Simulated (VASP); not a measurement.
# Sn (Fd-3m) in VASP: further runs

Sn is run at these levels: PBEsol; tasks: single point.

Everything below comes from runs of VASP 6.6.1. Logs are shortened: lines on timing, memory, paths and dates and some standing lists are left out, and cuts for length are marked.

**1. The cell of the first run**

It takes space group Fd-3m (No. 227, cubic). The conventional cell has a = 6.357 Å, b = 6.357 Å, c = 6.357 Å, α = 90.00°, β = 90.00°, γ = 90.00°. Within 3.6 Å of Sn (site symmetry -43m) lie 4 Sn at 2.75 Å.

**2. Single point, PBEsol**

The input, INCAR:

```
SYSTEM = Sn
PREC     = Accurate       ! precision mode
ENCUT    = 520            ! plane-wave cutoff, eV
EDIFF    = 1E-6           ! SCF threshold, eV
ISMEAR   = 0              ! smearing method
SIGMA    = 0.1            ! smearing width, eV
LREAL    = .False.        ! projectors in reciprocal space
LASPH    = .True.         ! aspherical terms in the spheres
NELM     = 100            ! most SCF steps
ALGO     = Normal         ! electronic algorithm
ISIF     = 2              ! what is computed and relaxed
LWAVE    = .False.        ! write WAVECAR
LCHARG   = .False.        ! write CHGCAR
GGA      = PS             ! functional
NBANDS   = 21             ! bands
```

The input, KPOINTS:

```
Automatic mesh
0
Gamma
  7 7 7
  0 0 0
```

The input, POSCAR:

```
Sn
1.0
    0.0000000000      3.1785297906      3.1785297906
    3.1785297906      0.0000000000      3.1785297906
    3.1785297906      3.1785297906      0.0000000000
Sn
2
Direct
    0.0000000000      0.0000000000      0.0000000000
    0.2500000000      0.2500000000      0.2500000000
```

Potentials or basis: VASP PAW PBE potentials, release 64 (Sn_d).

Launch:

```console
$ cat potpaw_PBE.64/Sn_d/POTCAR > POTCAR
$ mpirun -np 1 vasp_std > vasp.out
```

OUTCAR:

```text
SYSTEM = Sn
   PREC = Accurate
   ENCUT = 520
   EDIFF = 1E-6
   ISMEAR = 0
   LREAL = .False.
   LASPH = .True.
   NELM = 100
   ISIF = 2
   GGA = PS

 ion  position               nearest neighbor table
   1  0.000  0.000  0.000-   2 2.75   2 2.75   2 2.75   2 2.75
   2  0.250  0.250  0.250-   1 2.75   1 2.75   1 2.75   1 2.75

  LATTYP: Found a face centered cubic cell.
 ALAT       =     6.3570595812

  Lattice vectors:

 A1 = (   0.0000000000,   3.1785297906,   3.1785297906)
 A2 = (   3.1785297906,   0.0000000000,   3.1785297906)
 A3 = (   3.1785297906,   3.1785297906,   0.0000000000)

Analysis of symmetry for initial positions (statically):
=====================================================================
 Subroutine PRICEL returns:
 Original cell was already a primitive cell.

 Routine SETGRP: Setting up the symmetry group for a
 face centered cubic supercell.

 Subroutine GETGRP returns: Found 48 space group operations
 (whereof 24 operations were pure point group operations)
 out of a pool of 48 trial point group operations.

The static configuration has the point symmetry T_d .
 The point group associated with its full space group is O_h .

Analysis of symmetry for dynamics (positions and initial velocities):
=====================================================================
 Subroutine PRICEL returns:
 Original cell was already a primitive cell.

 Routine SETGRP: Setting up the symmetry group for a
 face centered cubic supercell.

 Subroutine GETGRP returns: Found 48 space group operations
 (whereof 24 operations were pure point group operations)
 out of a pool of 48 trial point group operations.

The dynamic configuration has the point symmetry T_d .
 The point group associated with its full space group is O_h .

 Subroutine INISYM returns: Found 48 space group operations
 (whereof 24 operations are pure point group operations),
 and found     1 'primitive' translations

----------------------------------------------------------------------------------------

                                     Primitive cell

  volume of cell :      64.2257

  direct lattice vectors                    reciprocal lattice vectors
     0.000000000  3.178529791  3.178529791    -0.157305431  0.157305431  0.157305431
     3.178529791  0.000000000  3.178529791     0.157305431 -0.157305431  0.157305431
     3.178529791  3.178529791  0.000000000     0.157305431  0.157305431 -0.157305431

  length of vectors
     4.495119938  4.495119938  4.495119938     0.272461000  0.272461000  0.272461000

  position of ions in fractional coordinates (direct lattice)
     0.000000000  0.000000000  0.000000000
     0.250000000  0.250000000  0.250000000

  ion indices of the primitive-cell ions
   primitive index   ion index
                 1           1
                 2           2

----------------------------------------------------------------------------------------

 KPOINTS: Automatic mesh

Automatic generation of k-mesh.
 Grid dimensions read from file:
 generate k-points for:    7    7    7

 Generating k-lattice:

  Cartesian coordinates                     Fractional coordinates (reciprocal lattice)
    -0.022472204  0.022472204  0.022472204     0.142857143  0.000000000  0.000000000
     0.022472204 -0.022472204  0.022472204     0.000000000  0.142857143  0.000000000
     0.022472204  0.022472204 -0.022472204     0.000000000  0.000000000  0.142857143

  Length of vectors
     0.038923000  0.038923000  0.038923000

  Shift w.r.t. Gamma in fractional coordinates (k-lattice)
     0.000000000  0.000000000  0.000000000

 Subroutine IBZKPT returns following result:
 ===========================================

 Found     20 irreducible k-points:

 Following reciprocal coordinates:
            Coordinates               Weight
  0.000000  0.000000  0.000000      1.000000
  0.142857  0.000000  0.000000      8.000000
  0.285714  0.000000  0.000000      8.000000
  0.428571  0.000000  0.000000      8.000000
  0.142857  0.142857  0.000000      6.000000
  0.285714  0.142857  0.000000     24.000000
[... 12 lines left out ...]
 -0.428571  0.428571  0.142857     24.000000
 -0.285714  0.428571  0.142857     24.000000
   k-points           NKPTS =     20   k-points in BZ     NKDIM =     20   number of bands    NBANDS=     21
   number of dos      NEDOS =    301   number of ions     NIONS =      2
   total plane-waves  NPLWV =  46656
   dimension x,y,z NGX =    36 NGY =   36 NGZ =   36
   dimension x,y,z NGXF=    72 NGYF=   72 NGZF=   72
   ions per type =               2
   NGX,Y,Z   is equivalent  to a cutoff of  13.31, 13.31, 13.31 a.u.
   NGXF,Y,Z  is equivalent  to a cutoff of  26.63, 26.63, 26.63 a.u.
 SYSTEM =  Sn
   PREC   = accura    normal or accurate (medium, high low for compatibility)
   ISTART =      0    job   : 0-new  1-cont  2-samecut
   ICHARG =      2    charge: 1-file 2-atom 10-const
   ISPIN  =      1    spin polarized calculation?
   LNONCOLLINEAR =      F non collinear calculations
   LSORBIT =      F    spin-orbit coupling
   LASPH  =      T    aspherical Exc in radial PAW
   ENCUT  =  520.0 eV  38.22 Ry    6.18 a.u.   8.36  8.36  8.36*2*pi/ulx,y,z
   NELM   =    100;   NELMIN=  2; NELMDL= -5     # of ELM steps
   EDIFF  = 0.1E-05   stopping-criterion for ELM
   LREAL  =      F    real-space projection
   EDIFFG = 0.1E-04   stopping-criterion for IOM
   NSW    =      0    number of steps for IOM
   IBRION =     -1    ionic relax: 0-MD 1-quasi-New 2-CG
   NFREE  =      0    steps in history (QN), initial steepest desc. (CG)
   ISIF   =      2    stress and relaxation
   ISYM   =      2    0-nonsym 1-usesym 2-fastsym
   POTIM  = 0.5000    time-step for ionic-motion
   TEBEG  =    0.0;   TEEND  =   0.0 temperature during run
   PSTRESS=    0.0 pullay stress
   NELECT =      28.0000    total number of electrons
   NUPDOWN=      -1.0000    fix difference up-down
   EMIN   =  10.00;   EMAX   =-10.00  energy-range for DOS
   EFERMI =   0.00;   METHOD = LEGACY
   ISMEAR =     0;   SIGMA  =   0.10  broadening in eV -4-tet -1-fermi 0-gaus
   EFERMI_NEDOS =   21; number of points for ismear=-14 and -15
   IALGO  =     38    algorithm
   IMIX   =      4    mixing-type and parameters
     AMIX     =   0.40;   BMIX     =  1.00
     AMIX_MAG =   1.60;   BMIX_MAG =  1.00
  volume/ion in A,a.u.               =      32.11       216.71
  Fermi-wavevector in a.u.,A,eV,Ry     =   1.241341  2.345795 20.965603  1.540928
  Thomas-Fermi vector in A             =   2.375743
   LORBIT       =      0    0 simple, 1 ext, 2 COOP (PROOUT), +10 PAW based schemes
   GGA     = PS    functional components
   LHFCALC =     F    Hartree Fock is set to
   AEXX    =    0.0000 exact exchange contribution
   IVDW    =     0    specifies the selected vdW correction
   LEPSILON=     F    determine dielectric tensor
   LRPA    =     F    only Hartree local field effects (RPA)
 non-spin polarized calculation
 Gauss-broadening in eV      SIGMA  =   0.10
  energy-cutoff  :      520.00
  volume of cell :       64.23
 maximum number of plane-waves:      1759
 NGX is ok and might be reduce to    36
   NGX = 17   NGY = 17   NGZ = 17

 number of electron      28.0000003 magnetization

 Free energy of the ion-electron system (eV)
  ---------------------------------------------------
  ext. energy  EPLUGINS =         0.00000000
  ---------------------------------------------------
  free energy    TOTEN  =        -8.37720322 eV

  energy without entropy =       -8.37600819  energy(sigma->0) =       -8.37660571

 E-fermi :   6.2008     XC(G=0):  -9.3375

 val. band max:        5.9153944192   @ k =   0.0000   0.0000   0.0000
 cond. band min:       6.2575891645   @ k =   0.0000   0.0000   0.0000
 fundamental gap:      0.3421947452
 Fermi energy:         6.2008416455

 k-point     1 :       0.0000    0.0000    0.0000
  band No.  band energies     occupation
      1     -15.5645      2.00000
      2     -15.5645      2.00000
      3     -15.5645      2.00000
      4     -15.4950      2.00000
      5     -15.4950      2.00000
      6     -15.1282      2.00000
[... 13 lines left out ...]
     20      14.2940      0.00000
     21      14.2940      0.00000

 k-point     2 :       0.1429    0.0000    0.0000
  band No.  band energies     occupation
      1     -15.5803      2.00000
      2     -15.5803      2.00000
      3     -15.5589      2.00000
      4     -15.4722      2.00000
      5     -15.4722      2.00000
      6     -15.1555      2.00000
[... 13 lines left out ...]
     20      13.1863      0.00000
     21      13.1863      0.00000

 k-point     3 :       0.2857    0.0000    0.0000
  band No.  band energies     occupation
      1     -15.5985      2.00000
      2     -15.5985      2.00000
      3     -15.5462      2.00000
      4     -15.4404      2.00000
      5     -15.4404      2.00000
      6     -15.1820      2.00000
[... 13 lines left out ...]
     20      13.2257      0.00000
     21      13.2257      0.00000

 k-point     4 :       0.4286    0.0000    0.0000
  band No.  band energies     occupation
      1     -15.6062      2.00000
      2     -15.6062      2.00000
      3     -15.5355      2.00000
      4     -15.4246      2.00000
      5     -15.4246      2.00000
      6     -15.1929      2.00000
[... 13 lines left out ...]
     20      14.5662      0.00000
     21      14.5662      0.00000

 k-point     5 :       0.1429    0.1429    0.0000
  band No.  band energies     occupation
      1     -15.5773      2.00000
      2     -15.5773      2.00000
      3     -15.5758      2.00000
      4     -15.4755      2.00000
      5     -15.4472      2.00000
      6     -15.2020      2.00000
[... 13 lines left out ...]
     20      12.3920      0.00000
     21      14.5234      0.00000
[... 286 lines left out ...]
     20      14.5964      0.00000
     21      15.3589      0.00000

 k-point    18 :      -0.4286    0.2857    0.1429
  band No.  band energies     occupation
      1     -15.6429      2.00000
      2     -15.6257      2.00000
      3     -15.4768      2.00000
      4     -15.3881      2.00000
      5     -15.3498      2.00000
      6     -15.2952      2.00000
[... 13 lines left out ...]
     20      14.7755      0.00000
     21      15.3307      0.00000

 k-point    19 :      -0.4286    0.4286    0.1429
  band No.  band energies     occupation
      1     -15.6375      2.00000
      2     -15.6349      2.00000
      3     -15.4683      2.00000
      4     -15.3851      2.00000
      5     -15.3466      2.00000
      6     -15.2789      2.00000
[... 13 lines left out ...]
     20      15.4707      0.00000
     21      16.7359      0.00000

 k-point    20 :      -0.2857    0.4286    0.1429
  band No.  band energies     occupation
      1     -15.6512      2.00000
      2     -15.6360      2.00000
      3     -15.4396      2.00000
      4     -15.3584      2.00000
      5     -15.3345      2.00000
      6     -15.2954      2.00000
[... 13 lines left out ...]
     20      15.1013      0.00000
     21      16.9952      0.00000

------------------------ aborting loop because EDIFF is reached ----------------------------------------

  FORCE on cell =-STRESS in cart. coord.  units (eV):
  Direction    XX          YY          ZZ          XY          YZ          ZX
  --------------------------------------------------------------------------------------
  -------------------------------------------------------------------------------------
  Total        1.7283535      1.7283535      1.7283535      0.0000000      0.0000000     -0.0000000
  in kB       43.1155861     43.1155861     43.1155861      0.0000000      0.0000000     -0.0000000
  external PRESSURE =      43.1155861 kB  Pullay stress =       0.0000000 kB

 VOLUME and BASIS-vectors are now :
 -----------------------------------------------------------------------------
  energy-cutoff  :      520.00
  volume of cell :       64.23
      direct lattice vectors                 reciprocal lattice vectors
     0.000000000  3.178529791  3.178529791    -0.157305431  0.157305431  0.157305431
     3.178529791  0.000000000  3.178529791     0.157305431 -0.157305431  0.157305431
     3.178529791  3.178529791  0.000000000     0.157305431  0.157305431 -0.157305431

 POSITION                                       TOTAL-FORCE (eV/Angst)
 -----------------------------------------------------------------------------------
      0.00000      0.00000      0.00000         0.000000      0.000000     -0.000000
      1.58926      1.58926      1.58926        -0.000000     -0.000000      0.000000
 -----------------------------------------------------------------------------------
    total drift:                                0.000000      0.000000      0.000000

  FREE ENERGIE OF THE ION-ELECTRON SYSTEM (eV)
  ---------------------------------------------------
  free  energy   TOTEN  =        -8.3772032247 eV

  energy  without entropy=       -8.3760081920  energy(sigma->0) =       -8.37660571
```

Wall time 19 s (1 thread of Intel Xeon 6975P-C, shared host); peak memory 0.2 GiB.

Results:

| Quantity | Value |
| --- | --- |
| Free energy | -8.3772 eV |
| Pressure | 4.3 GPa |
| Band gap on the k mesh | zero (filled and empty bands touch) |

Caveat: the PAW data sets were made with another functional, which shifts forces and pressure a little; spin-orbit coupling is left out, which moves the levels of the heavy elements.

**3. Single point, PBEsol**

This run uses another cell than the first one, of 32.96 Å³/atom, 1.026 times its volume.

The input, INCAR:

```
SYSTEM = Sn
PREC = Accurate ; ENCUT = 520
EDIFF = 1E-6 ; ISMEAR = 0
SIGMA = 0.1 ; LREAL = .FALSE.
LASPH = .TRUE. ; NELM = 80
ALGO = Normal ; ISIF = 2
LWAVE = .FALSE. ; LCHARG = .TRUE.
GGA = PS ; LELF = .TRUE.
LVHAR = .TRUE. ; NBANDS = 21
```

The input, KPOINTS:

```
regular mesh
0
G
  7 7 7
  0 0 0
```

The input, POSCAR:

```
Sn
1.0
    0.0000000000      3.2061705674      3.2061705674
    3.2061705674      0.0000000000      3.2061705674
    3.2061705674      3.2061705674      0.0000000000
Sn
2
Direct
    0.0000000000      0.0000000000      0.0000000000
    0.2500000000      0.2500000000      0.2500000000
```

Potentials or basis: VASP PAW PBE potentials, release 64 (Sn_d).

Launch:

```console
$ cat potpaw_PBE.64/Sn_d/POTCAR > POTCAR
$ mpirun -np 1 vasp_std > vasp.out
```

Wall time 22 s (1 thread of Intel Xeon 6975P-C, shared host); peak memory 0.2 GiB.

It converged, with:

- Free energy: -8.4151 eV
- Pressure: 2.8 GPa
- Band gap on the k mesh: zero (band 14 reaches 5.97 eV, above the bottom of band 15 at 5.92 eV)

Levels at points of the mesh, in eV from the Fermi level:
| k point | band 10 | band 11 | band 12 | band 13 | band 14 | band 15 | band 16 | band 17 | band 18 | band 19 |
| --- | --- | --- | --- | --- | --- | --- | --- | --- | --- | --- |
| (0.00, 0.00, 0.00) | -21.24 | -10.87 | -0.43 | 0.10 | 0.10 | 0.10 | 2.16 | 2.16 | 2.16 | 4.89 |

Caveat: the PAW data sets were made with another functional, which shifts forces and pressure a little; spin-orbit coupling is left out, which moves the levels of the heavy elements.

**4. Single point, PBEsol**

This run uses another cell than the first one, of 33.80 Å³/atom, 1.053 times its volume.

The input, INCAR:

```
SYSTEM = Sn
PREC = Accurate ; ENCUT = 520
EDIFF = 1E-7 ; ISMEAR = 0
SIGMA = 0.1 ; LREAL = .False.
LASPH = .True. ; NELM = 80
ALGO = Normal ; ISIF = 2
LWAVE = .False. ; LCHARG = .False.
GGA = PS ; NBANDS = 21
```

The input, KPOINTS:

```
Automatic mesh
0
Gamma
  7 7 7
  0 0 0
```

The input, POSCAR:

```
Sn
1.0
    0.0000000000      3.2333428000      3.2333428000
    3.2333428000      0.0000000000      3.2333428000
    3.2333428000      3.2333428000      0.0000000000
Sn
2
Direct
    0.0000000000      0.0000000000      0.0000000000
    0.2500000000      0.2500000000      0.2500000000
```

Launch:

```console
$ cat potpaw_PBE.64/Sn_d/POTCAR > POTCAR
$ mpirun -np 1 vasp_std > vasp.out
```

Run time: 20 s. Hardware: 1 thread of Intel Xeon 6975P-C, shared host; peak memory 0.2 GiB.

The run converged. Its results:

```
Free energy            : -8.4381 eV
Pressure               : 1.5 GPa
Band gap on the k mesh : zero (band 14 reaches 5.69 eV, above the bottom of band 15 at 5.60 eV)
```

Levels at points of the mesh, in eV from the Fermi level:
```tsv
k point	band 12	band 13	band 14	band 15	band 16	band 17
(0.00, 0.00, 0.00)	-0.56	0.14	0.14	0.14	2.21	2.21
```

Caveat: the PAW data sets were made with another functional, which shifts forces and pressure a little; spin-orbit coupling is left out, which moves the levels of the heavy elements.

**5. Single point, PBEsol**

This run uses another cell than the first one, of 34.65 Å³/atom, 1.079 times its volume.

The input, INCAR:

```
ALGO = Normal ; EDIFF = 1E-7
ENCUT = 520 ; GGA = PS
ISIF = 2 ; ISMEAR = 0
LASPH = True ; LCHARG = False
LREAL = False ; LWAVE = False
NBANDS = 21 ; NELM = 100
PREC = Accurate ; SIGMA = 0.1
```

The input, KPOINTS:

```
k-points
0
Gamma
  7 7 7
```

The input, POSCAR:

```
Sn
1.0
    0.0000000000      3.2600658532      3.2600658532
    3.2600658532      0.0000000000      3.2600658532
    3.2600658532      3.2600658532      0.0000000000
Sn
2
Direct
    0.0000000000      0.0000000000      0.0000000000
    0.2500000000      0.2500000000      0.2500000000
```

Launch:

```console
$ cat potpaw_PBE.64/Sn_d/POTCAR > POTCAR
$ mpirun -np 1 vasp_std > vasp.out
```

Run time: 23 s. Hardware: 1 thread of Intel Xeon 6975P-C, shared host; peak memory 0.2 GiB.

Results (log left out):

```
Free energy            : -8.4479 eV
Pressure               : 0.3 GPa
Band gap on the k mesh : zero (band 14 reaches 5.43 eV, above the bottom of band 15 at 5.29 eV)
```

Levels at points of the mesh, in eV from the Fermi level:
```
           k point  band 12  band 13  band 14  band 15  band 16  band 17
(0.00, 0.00, 0.00)    -0.69     0.19     0.19     0.19     2.25     2.25
```

Caveat: the PAW data sets were made with another functional, which shifts forces and pressure a little; spin-orbit coupling is left out, which moves the levels of the heavy elements.

**6. Single point, PBEsol**

This run uses another cell than the first one, of 35.49 Å³/atom, 1.105 times its volume.

The input, INCAR:

```
SYSTEM = Sn
PREC = Accurate
ENCUT = 520
EDIFF = 1E-6
ISMEAR = 0
SIGMA = 0.1
LREAL = .False.
LASPH = .True.
NELM = 80
ALGO = Normal
ISIF = 2
LWAVE = .False.
LCHARG = .False.
GGA = PS
NBANDS = 21
```

The input, KPOINTS:

```
Automatic mesh
0
Gamma
  7 7 7
  0 0 0
```

The input, POSCAR:

```
Sn
1.0
    0.0000000000      3.2863578423      3.2863578423
    3.2863578423      0.0000000000      3.2863578423
    3.2863578423      3.2863578423      0.0000000000
Sn
2
Direct
    0.0000000000      0.0000000000      0.0000000000
    0.2500000000      0.2500000000      0.2500000000
```

Potentials or basis: VASP PAW PBE potentials, release 64 (Sn_d).

Launch:

```console
$ cat potpaw_PBE.64/Sn_d/POTCAR > POTCAR
$ mpirun -np 1 vasp_std > vasp.out
```

It took 22 s on 1 thread of Intel Xeon 6975P-C, shared host; peak memory 0.2 GiB.

It converged, with:

```
Free energy            : -8.4467 eV
Pressure               : -0.6 GPa
Band gap on the k mesh : zero (band 14 reaches 5.18 eV, above the bottom of band 15 at 4.99 eV)
```

Levels at points of the mesh, in eV from the Fermi level:
```csv
k point,band 10,band 11,band 12,band 13,band 14,band 15,band 16,band 17,band 18,band 19
"(0.00, 0.00, 0.00)",-21.06,-10.25,-0.82,0.22,0.22,0.22,2.27,2.27,2.27,4.96
```

Caveat: the PAW data sets were made with another functional, which shifts forces and pressure a little; spin-orbit coupling is left out, which moves the levels of the heavy elements.

**7. The runs side by side**

```tsv
cell	gap on the mesh (eV)	pressure (GPa)
a = 4.495 Å, angles 60.0°, 2 atoms	none	4.3
a = 4.534 Å, angles 60.0°, 2 atoms	none	2.8
a = 4.573 Å, angles 60.0°, 2 atoms	none	1.5
a = 4.610 Å, angles 60.0°, 2 atoms	none	0.3
a = 4.648 Å, angles 60.0°, 2 atoms	none	-0.6
```

Alike in all rows: task single point; level PBEsol; potentials or basis VASP PAW PBE potentials, release 64 (Sn_d); no spin polarisation; k mesh 7 × 7 × 7; cutoff (eV) 520; smearing gaussian 0.1 eV.

Caveats: the PAW data sets were made with another functional, which shifts forces and pressure a little; spin-orbit coupling is left out, which moves the levels of the heavy elements.

Absolute energies hang on the potentials; compare differences alone.
